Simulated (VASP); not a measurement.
Fe: single point with RPBE

The system is Fe.

```
Fe
1.0
    -1.60590    1.60605    1.22558
     1.60605   -1.60590    1.22558
     3.01133    3.01133   -1.22530
Fe
2
Direct
  0.00002 0.99998 0.00000
  0.74998 0.25002 0.50000
```

This cell differs from its parent crystal: volume scaled by 0.96.

```yaml
Program: VASP 6.6.1
Task: single point
Functional: RPBE
Potentials_or_basis: VASP PAW PBE potentials, release 64 (Fe)
Cutoff: 520 eV
k_mesh: 17 × 17 × 8
Occupations: fermi-dirac, width 0.05 eV
Spin: collinear spin, ferromagnetic start
Starting_moments: "[2.635, 2.635] μB"
Dipole_correction: no
Further_INCAR_settings: ALGO = Normal; EDIFF = 1e-06; NBANDS = 19
```

```
Pressure                                              : 6.6 GPa
Net moment                                            : 5.04 μB per cell
Site moments                                          : Fe +2.52 μB
Valence electrons inside the program's atomic spheres : Fe 7.19
```

Stress tensor (GPa, compression positive):
```
 6.81 -0.58 -0.01
-0.58  6.81 -0.01
-0.01 -0.01  6.06
```

Levels at points of the mesh, in eV from the Fermi level:
Spin up:
| k point | band 7 | band 8 | band 9 | band 10 | band 11 | band 12 | band 13 | band 14 |
| --- | --- | --- | --- | --- | --- | --- | --- | --- |
| (0.00, 0.00, 0.00) | -1.94 | -1.93 | -1.22 | -1.19 | -0.47 | -0.34 | 5.87 | 19.93 |
| (0.00, 0.00, 0.50) | -1.74 | -1.74 | -1.70 | -1.70 | -0.71 | -0.71 | 13.52 | 13.52 |
Spin down:
```
           k point  band 3  band 4  band 5  band 6  band 7  band 8  band 9  band 10
(0.00, 0.00, 0.00)   -0.75   -0.41   -0.29    0.44    0.66    0.71    0.71     1.96
(0.00, 0.00, 0.50)   -1.08   -1.08   -0.15   -0.15    0.90    0.90    1.12     1.12
```

It took 5.6 min on 1 thread of Intel(R) Xeon(R) Platinum 8488C (Sapphire Rapids), with other jobs on the host, peak memory 0.47 GiB.

Caveat: the PAW data sets were made with another functional, which shifts forces and pressure a little.
